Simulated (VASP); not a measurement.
Write the native input for VASP 6.6.1 that does the following.

* Task: single point
* Functional: LDA
* Potentials or basis: VASP PAW LDA potentials, release 64 (Cr_pv, Co, Pt)
* Cutoff: 520 eV
* k mesh: 8 × 8 × 8
* Occupations: fermi-dirac, width 0.05 eV
* Spin: collinear spin, ferromagnetic start
* Starting moments: [3.0, 2.0, 0.0, 0.0] μB
* Dipole correction: no
* Further INCAR settings: ALGO = Normal; EDIFF = 1e-06; NBANDS = 32

The structure of CrCoPt2 lies in POSCAR:

```
CrCoPt2
1.0
    3.7143167273      0.0000000000      0.0000000000
    0.0000000000      3.7143167273      0.0000000000
    0.0000000000      0.0000000000      3.6433177430
Cr Co Pt
1 1 2
Direct
    0.0000000000      0.0000000000      0.0000000000
    0.5000000000      0.5000000000      0.0000000000
    0.0000000000      0.5000000000      0.5000000000
    0.5000000000      0.0000000000      0.5000000000
```

These files were run (other wordings do the same):

INCAR

```
  ALGO = Normal
  EDIFF = 1E-6
  ENCUT = 520
  ISIF = 2
  ISMEAR = -1
  ISPIN = 2
  LASPH = T
  LCHARG = T
  LELF = T
  LMAXMIX = 4
  LORBIT = 11
  LREAL = F
  LVHAR = T
  LWAVE = F
  MAGMOM = 3 2 0 0
  NBANDS = 32
  NELM = 150
  PREC = Accurate
  SIGMA = 0.05
```

KPOINTS

```
k-points
0
Gamma
  8 8 8
```

Potentials or basis: VASP PAW LDA potentials, release 64 (Cr_pv, Co, Pt).

Launch:

```sh
$ cat potpaw_LDA.64/Cr_pv/POTCAR potpaw_LDA.64/Co/POTCAR potpaw_LDA.64/Pt/POTCAR > POTCAR
$ mpirun -np 1 vasp_std > vasp.out
```

It gave:

```yaml
Pressure: 5.5 GPa
Net_moment: 1.24 μB per cell
Site_moments: Cr +2.16; Co -0.86; Pt -0.08 μB
Valence_electrons_inside_the_program's_atomic_spheres: Cr 10.85; Co 8.33; Pt 9.66
```

Caveat: the cell stands under pressure.

Wall time 4.4 min on 1 thread of Intel(R) Xeon(R) Platinum 8488C (Sapphire Rapids) (shared host), peak memory 0.29 GiB.
